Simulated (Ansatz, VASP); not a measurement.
## One calculation of Rb2Pt, two programs

```
Rb Pt
1.0
     5.21719    0.00000    0.00000
    -2.60860    4.51822    0.00000
     0.00000    0.00000   11.92178
Rb Pt
4 2
Direct
  0.66667 0.33333 0.38397
  0.66667 0.33333 0.88397
  0.33333 0.66667 0.11603
  0.33333 0.66667 0.61603
  0.00000 0.00000 0.00000
  0.00000 0.00000 0.50000
```

Alike in both runs: task single point; functional PBE; k mesh 3 × 3 × 1; occupations gaussian, width 0.1 eV; no spin polarisation.

```csv
,VASP,Ansatz
version,VASP 6.6.1,Ansatz 0.2.0
potentials or method,"VASP PAW PBE potentials, release 64 (Rb_sv, Pt), cutoff 520 eV","scalar-relativistic, plane waves, PAW"
valence electrons in the cell,56,72
```

VASP gave:

| Quantity | Value |
| --- | --- |
| gap on the k mesh at the Fermi level (eV) | 0.61 |
| least direct gap on the mesh (eV) | 0.61 |
| pressure (GPa) | 0.1 |
| traceless stress, the component that is largest in VASP (GPa) | 0.15 |
| rms of the force components (eV/Å) | 0.004 |

Task: What did Ansatz give for the same quantities?

Result: gap on the k mesh at the Fermi level (eV): 0.62; least direct gap on the mesh (eV): 0.62; pressure (GPa): 0.1; traceless stress, the component that is largest in VASP (GPa): 0.17; rms of the force components (eV/Å): 0.001.

Atom by atom the forces differ by 0.003 eV/Å (rms over components). VASP's potentials hold 56 valence electrons a cell and Ansatz's 72, so a difference there can come from the potentials and not from the codes.

The k mesh is coarse, so the values compare programs but aren't converged. Spin-orbit coupling is off throughout.
